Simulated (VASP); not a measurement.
Input of a VASP 6.6.1 run:

Contents of INCAR:

```
SYSTEM = Be
PREC = Accurate ; ENCUT = 600
EDIFF = 1E-6 ; ISMEAR = 0
SIGMA = 0.1 ; LREAL = .FALSE.
LASPH = .TRUE. ; NELM = 120
ALGO = Normal ; ISIF = 2
LWAVE = .FALSE. ; LCHARG = .FALSE.
GGA = PS ; NBANDS = 9
GGA_COMPAT = .FALSE.
```

The input KPOINTS:

```
Automatic mesh
0
G
  9 9 6
  0 0 0
```

The input POSCAR:

```
Be
1.0
    2.2995019849      0.0000000000      0.0000000000
   -1.1497509925      1.9914271350      0.0000000000
    0.0000000000      0.0000000000      3.6009000000
Be
2
Direct
    0.3333333333      0.6666666667      0.2500000000
    0.6666666667      0.3333333333      0.7500000000
```

Potentials or basis: VASP PAW PBE potentials, release 64 (Be).

Command:

```bash
$ cat potpaw_PBE.64/Be/POTCAR > POTCAR
$ mpirun -np 1 vasp_std > vasp.out
```

Q: Predict the band gap on the k mesh.

A: Zero (band 2 reaches 7.72 eV, above the bottom of band 3 at 5.58 eV).

Q: Predict the pressure.

A: -5.5 GPa.

Stress tensor (GPa, compression positive):
```
-4.84  0.00  0.00
 0.00 -4.84  0.00
 0.00  0.00 -6.73
```

Caveat: the PAW data sets were made with another functional, which shifts forces and pressure a little.
